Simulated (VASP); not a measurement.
# Os (P-1) in VASP: single point with PBEsol

Aim: the single point of Os with PBEsol.

All numbers are computed with VASP 6.6.1; they aren't measurements. Logs are shortened: lines on timing, memory, paths and dates and some standing lists are left out, and cuts for length are marked.

### Step 1. The cell of the first run

The typed cell holds 2 atoms: a = 2.734 Å, b = 2.734 Å, c = 4.320 Å, α = 90.00°, β = 90.00°, γ = 120.00°.

### Step 2. Single point, PBEsol (atom 1 (Os) moved by (-0.600, -0.600) A along [1 1 0] and z)

The input, INCAR:

```
PREC = Accurate ; ENCUT = 520
EDIFF = 1E-7 ; ISMEAR = 0
SIGMA = 0.15 ; LREAL = F
LASPH = T ; NELM = 100
ALGO = Fast ; ISIF = 2
LWAVE = F ; LCHARG = T
GGA = PS ; LELF = T
LVHAR = T ; NBANDS = 15
```

The input, KPOINTS:

```
regular mesh
0
Gamma
  18 18 12
```

The input, POSCAR:

```
Os
1.0
    2.7340999755      0.0000000000      0.0000000000
   -1.3670499878      2.3678000353      0.0000000000
    0.0000000000      0.0000000000      4.3197000000
Os
2
Direct
    0.0885679447      0.4874859663      0.1111014654
    0.6666666667      0.3333333333      0.7500000000
```

Potentials or basis: VASP PAW PBE potentials, release 64 (Os).

Started as:

```console
$ cat potpaw_PBE.64/Os/POTCAR > POTCAR
$ mpirun -np 1 vasp_std > vasp.out
```

OUTCAR:

```text
PREC = Accurate
   ENCUT = 520
   EDIFF = 1E-7
   ISMEAR = 0
   LREAL = F
   LASPH = T
   NELM = 100
   ISIF = 2
   GGA = PS

 ion  position               nearest neighbor table
   1  0.089  0.487  0.111-   2 1.86   2 2.40   2 2.57   2 2.94   2 3.18   2 3.31
   2  0.667  0.333  0.750-   1 1.86   1 2.40   1 2.57   1 2.94   1 3.18   1 3.31

  LATTYP: Found a hexagonal cell.
 ALAT       =     2.7340999755
 C/A-ratio  =     1.5799349105

  Lattice vectors:

 A1 = (   2.7340999755,   0.0000000000,   0.0000000000)
 A2 = (  -1.3670499878,   2.3678000353,   0.0000000000)
 A3 = (   0.0000000000,   0.0000000000,   4.3197000000)

Analysis of symmetry for initial positions (statically):
=====================================================================
 Subroutine PRICEL returns:
 Original cell was already a primitive cell.

 Routine SETGRP: Setting up the symmetry group for a
 hexagonal supercell.

 Subroutine GETGRP returns: Found  2 space group operations
 (whereof  1 operations were pure point group operations)
 out of a pool of 24 trial point group operations.

The static configuration has the point symmetry C_1 .
 The point group associated with its full space group is S_2 .

Analysis of symmetry for dynamics (positions and initial velocities):
=====================================================================
 Subroutine PRICEL returns:
 Original cell was already a primitive cell.

 Routine SETGRP: Setting up the symmetry group for a
 hexagonal supercell.

 Subroutine GETGRP returns: Found  2 space group operations
 (whereof  1 operations were pure point group operations)
 out of a pool of 24 trial point group operations.

The dynamic configuration has the point symmetry C_1 .
 The point group associated with its full space group is S_2 .

 Subroutine INISYM returns: Found  2 space group operations
 (whereof  1 operations are pure point group operations),
 and found     1 'primitive' translations

----------------------------------------------------------------------------------------

                                     Primitive cell

  volume of cell :      27.9649

  direct lattice vectors                    reciprocal lattice vectors
     2.734099975  0.000000000  0.000000000     0.365751073  0.211166481  0.000000000
    -1.367049988  2.367800035  0.000000000     0.000000000  0.422332961  0.000000000
     0.000000000  0.000000000  4.319700000     0.000000000  0.000000000  0.231497558
[... 88 lines left out ...]
   IBRION =     -1    ionic relax: 0-MD 1-quasi-New 2-CG
   NFREE  =      0    steps in history (QN), initial steepest desc. (CG)
   ISIF   =      2    stress and relaxation
   ISYM   =      2    0-nonsym 1-usesym 2-fastsym
   POTIM  = 0.5000    time-step for ionic-motion
   TEBEG  =    0.0;   TEEND  =   0.0 temperature during run
   PSTRESS=    0.0 pullay stress
   NELECT =      16.0000    total number of electrons
   NUPDOWN=      -1.0000    fix difference up-down
   EMIN   =  10.00;   EMAX   =-10.00  energy-range for DOS
   EFERMI =   0.00;   METHOD = LEGACY
   ISMEAR =     0;   SIGMA  =   0.15  broadening in eV -4-tet -1-fermi 0-gaus
   EFERMI_NEDOS =   21; number of points for ismear=-14 and -15
   IALGO  =     68    algorithm
   IMIX   =      4    mixing-type and parameters
     AMIX     =   0.40;   BMIX     =  1.00
     AMIX_MAG =   1.60;   BMIX_MAG =  1.00
  volume/ion in A,a.u.               =      13.98        94.36
  Fermi-wavevector in a.u.,A,eV,Ry     =   1.359076  2.568282 25.131162  1.847088
  Thomas-Fermi vector in A             =   2.485855
   LORBIT       =      0    0 simple, 1 ext, 2 COOP (PROOUT), +10 PAW based schemes
   GGA     = PS    functional components
   LHFCALC =     F    Hartree Fock is set to
   AEXX    =    0.0000 exact exchange contribution
   IVDW    =     0    specifies the selected vdW correction
   LEPSILON=     F    determine dielectric tensor
   LRPA    =     F    only Hartree local field effects (RPA)
 non-spin polarized calculation
 RMM-DIIS sequential band-by-band and
 Gauss-broadening in eV      SIGMA  =   0.15
  energy-cutoff  :      520.00
  volume of cell :       27.96
 maximum number of plane-waves:       770
   NGX = 11   NGY = 11   NGZ = 17

 number of electron      15.9999998 magnetization

 Free energy of the ion-electron system (eV)
  ---------------------------------------------------
  ext. energy  EPLUGINS =         0.00000000
  ---------------------------------------------------
  free energy    TOTEN  =       -16.90943730 eV

  energy without entropy =      -16.89133035  energy(sigma->0) =      -16.90038382

 E-fermi :   9.9641     XC(G=0): -13.8533

 val. band max:        9.9631323651   @ k =   0.5000   0.5000   0.3333
 cond. band min:       9.9650516219   @ k =   0.1667   0.2222  -0.0833
 fundamental gap:      0.0019192568
 Fermi energy:         9.9640736596

 k-point     1 :       0.0000    0.0000    0.0000
  band No.  band energies     occupation
      1      -1.6491      2.00000
      2      -0.0546      2.00000
      3       2.7751      2.00000
      4       3.6631      2.00000
      5       4.4670      2.00000
      6       5.8374      2.00000
      7       7.0060      2.00000
      8       8.8964      2.00000
      9       9.8365      1.77079
     10      11.8874      0.00000
     11      12.2734      0.00000
     12      12.9327      0.00000
     13      17.1029      0.00000
     14      23.4403      0.00000
[... 401 lines left out ...]
      2       1.1855      2.00000
      3       1.5039      2.00000
      4       3.5808      2.00000
      5       7.3774      2.00000
      6       7.7856      2.00000
      7       9.6493      1.99700
      8      10.1262      0.12638
      9      11.2762      0.00000
     10      11.7747      0.00000
     11      13.7839      0.00000
     12      16.5308      0.00000
     13      17.8293      0.00000
     14      20.9768      0.00000
     15      23.3242      0.00000

 [... further k-points ...]
[... 5 lines left out ...]
  --------------------------------------------------------------------------------------
  -------------------------------------------------------------------------------------
  Total       26.2541364      8.1467997     36.7998102      7.1932566      7.3618705     15.2121323
  in kB     1504.1644461    466.7503184   2108.3521976    412.1194748    421.7797818    871.5407077
  external PRESSURE =    1359.7556540 kB  Pullay stress =       0.0000000 kB

 VOLUME and BASIS-vectors are now :
 -----------------------------------------------------------------------------
  energy-cutoff  :      520.00
  volume of cell :       27.96
      direct lattice vectors                 reciprocal lattice vectors
     2.734099975  0.000000000  0.000000000     0.365751073  0.211166481  0.000000000
    -1.367049988  2.367800035  0.000000000     0.000000000  0.422332961  0.000000000
     0.000000000  0.000000000  4.319700000     0.000000000  0.000000000  0.231497558

 POSITION                                       TOTAL-FORCE (eV/Angst)
 -----------------------------------------------------------------------------------
     -0.42426      1.15427      0.47993        10.042936      5.164792     24.857131
      1.36705      0.78927      3.23977       -10.042936     -5.164792    -24.857131
 -----------------------------------------------------------------------------------
    total drift:                                0.000000     -0.000000     -0.000001

  FREE ENERGIE OF THE ION-ELECTRON SYSTEM (eV)
  ---------------------------------------------------
  free  energy   TOTEN  =       -16.9094372956 eV

  energy  without entropy=      -16.8913303490  energy(sigma->0) =      -16.90038382
```

Run time: 4.5 min. Hardware: 1 thread of Intel Xeon 6975P-C (Granite Rapids), shared host; peak memory 0.75 GiB.

What came out:

```
Free energy            : -16.9094 eV
Pressure               : 136.0 GPa
Largest force          : 27.302 eV/Å
Band gap on the k mesh : zero (bands 8 and 9 overlap by 3.21 eV)
```

Forces in eV/Å, atoms in the order of the input:
```
Os   10.043   5.165  24.857
Os  -10.043  -5.165 -24.857
```

Caveat: the cell differs from its parent crystal (atom 1 (Os) moved by (-0.600, -0.600) A along [1 1 0] and z); atoms lie so close that the PAW spheres overlap strongly, which falsifies energies and pressures; the stress differs along the axes, from 47 to 211 GPa; the PAW data sets were made with another functional, which shifts forces and pressure a little; spin-orbit coupling is left out, which moves the levels of the heavy elements.
